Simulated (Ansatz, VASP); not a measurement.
PtSe2: VASP beside Ansatz

```
Se Pt
1.0
     3.70704    0.00000    0.00000
    -1.85352    3.21039    0.00000
     0.00000    0.00000   22.79816
Se Pt
4 2
Cartesian
  1.8535 1.0701 4.5000
  0.0000 2.1403 7.1491
  -0.6178 4.2805 10.6591
  -2.4714 5.3506 13.3082
  0.0000 0.0000 5.8245
  -2.4714 3.2104 11.9836
```

Alike in both runs: task single point; functional PBE; dispersion D3(BJ); k mesh 9 × 9 × 1; occupations gaussian, width 0.05 eV; no spin polarisation.

```csv
,VASP,Ansatz
version,VASP 6.6.1,Ansatz 0.2.0
potentials or method,"VASP PAW PBE potentials, release 64 (Se, Pt), cutoff 520 eV","scalar-relativistic, plane waves, PAW"
valence electrons in the cell,44,100
```

Ansatz gave:

* gap on the k mesh at the Fermi level (eV): 0.97
* least direct gap on the mesh (eV): 1.15
* rms of the force components (eV/Å): 0.037

Q: Which values does VASP return?

A: gap on the k mesh at the Fermi level (eV): 0.96; least direct gap on the mesh (eV): 1.14; rms of the force components (eV/Å): 0.037.

VASP's potentials hold 44 valence electrons a cell and Ansatz's 100, so a difference there can come from the potentials and not from the codes.

Neither program's run includes spin-orbit coupling.
